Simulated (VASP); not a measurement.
Write the native input for VASP 6.6.1 that does the following.

```yaml
Task: single point
Functional: PBE
Potentials_or_basis: VASP PAW PBE potentials, release 64 (Al)
Cutoff: 520 eV
k_mesh: 16 × 16 × 16
Occupations: fermi-dirac, width 0.08 eV
Spin: no spin polarisation
Dipole_correction: no
Further_INCAR_settings: ALGO = Normal; EDIFF = 1e-06; NBANDS = 8
```

The structure of Al lies in POSCAR:

```
Al
1.0
    2.0861461376      0.0000000000      0.0000000000
    0.0000000000      2.0861461376      0.0000000000
    0.0000000000      0.0000000000      2.0861461376
Al
1
Direct
    0.0000000000      0.0000000000      0.0000000000
```

This cell differs from its parent crystal: volume scaled by 0.45.

The input as run:

INCAR

```
ALGO     = Normal         # electronic algorithm
EDIFF    = 1E-6           # SCF threshold, eV
ENCUT    = 520            # plane-wave cutoff, eV
GGA      = PE             # functional
ISIF     = 2              # what is computed and relaxed
ISMEAR   = -1             # smearing method
LASPH    = T              # aspherical terms in the spheres
LCHARG   = F              # write CHGCAR
LREAL    = F              # projectors in reciprocal space
LWAVE    = F              # write WAVECAR
NBANDS   = 8              # bands
NELM     = 60             # most SCF steps
PREC     = Accurate       # precision mode
SIGMA    = 0.08           # smearing width, eV
```

KPOINTS

```
k-points
0
Gamma
  16 16 16
```

Potentials or basis: VASP PAW PBE potentials, release 64 (Al).

The run is started by

```sh
$ cat potpaw_PBE.64/Al/POTCAR > POTCAR
$ mpirun -np 1 vasp_std > vasp.out
```

Results of the run:

```
Pressure : 220.2 GPa
```

It took 2.4 s on 1 thread of Intel(R) Xeon(R) 6975P-C (Granite Rapids) (shared host), peak memory 0.11 GiB.
